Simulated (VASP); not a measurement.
**SnO2: single point with PBEsol**

SnO2:

```
CELL_PARAMETERS angstrom
3.29800 1.90410 4.01674
-3.29800 1.90410 4.01674
0.00000 -3.80820 4.01674
ATOMIC_POSITIONS crystal
Sn 0.86468 0.86468 0.86468
Sn 0.36482 0.36482 0.86482
Sn 0.36482 0.86482 0.36482
Sn 0.86482 0.36482 0.36482
O 0.12350 0.62335 0.62335
O 0.62335 0.12350 0.62335
O 0.62335 0.62335 0.12350
O 0.60621 0.60621 0.60621
O 0.12347 0.12347 0.12347
O 0.10609 0.10609 0.60624
O 0.10609 0.60624 0.10609
O 0.60624 0.10609 0.10609
```

This cell differs from its parent crystal: volume 12.612 Å^3 an atom, c/a of the conventional cell 1.8269.

```
Program             : VASP 6.6.1
Task                : single point
Functional          : PBEsol
Potentials or basis : VASP PAW PBE potentials, release 64 (Sn_d, O)
Cutoff              : 520 eV
k mesh              : 6 × 6 × 6
Occupations         : gaussian, width 0.05 eV
Spin                : no spin polarisation
```

```yaml
Pressure: -0.5 GPa
Largest_force: 0.583 eV/Å
Band_gap_on_the_k_mesh: 1.19 eV
```

Forces on the atoms (eV/Å):
```
Sn   0.000  0.000  0.000
Sn   0.000 -0.002  0.000
Sn  -0.002  0.001  0.000
Sn   0.002  0.001  0.000
O   -0.001  0.000 -0.582
O    0.001  0.000 -0.582
O    0.000  0.001 -0.582
O    0.000  0.000  0.583
O    0.000  0.000 -0.581
O    0.000  0.001  0.582
O    0.001  0.000  0.582
O   -0.001  0.000  0.582
```

Stress tensor (GPa, compression positive):
```
-2.55  0.00  0.00
 0.00 -2.55  0.00
 0.00  0.00  3.62
```

Levels at points of the mesh, in eV from the valence-band top:
```tsv
k point	band 49	band 50	band 51	band 52	band 53	band 54	band 55	band 56
(0.00, 0.00, 0.00)	-0.02	-0.02	-0.02	0.00	1.19	4.65	4.65	4.65
(0.50, 0.00, 0.00)	-0.21	-0.21	-0.06	-0.06	3.87	3.87	5.46	5.46
(0.50, 0.50, 0.00)	-0.47	-0.47	-0.12	-0.12	4.41	4.41	5.41	5.41
(0.50, 0.50, 0.50)	-1.23	-1.01	-1.01	-1.01	3.47	5.31	5.31	5.31
```

Run time: 4.3 min on 1 thread of Intel(R) Xeon(R) 6975P-C (Granite Rapids) (shared host), peak memory 0.37 GiB.

Caveat: the PAW data sets were made with another functional, which shifts forces and pressure a little; spin-orbit coupling is left out, which moves the levels of the heavy elements.
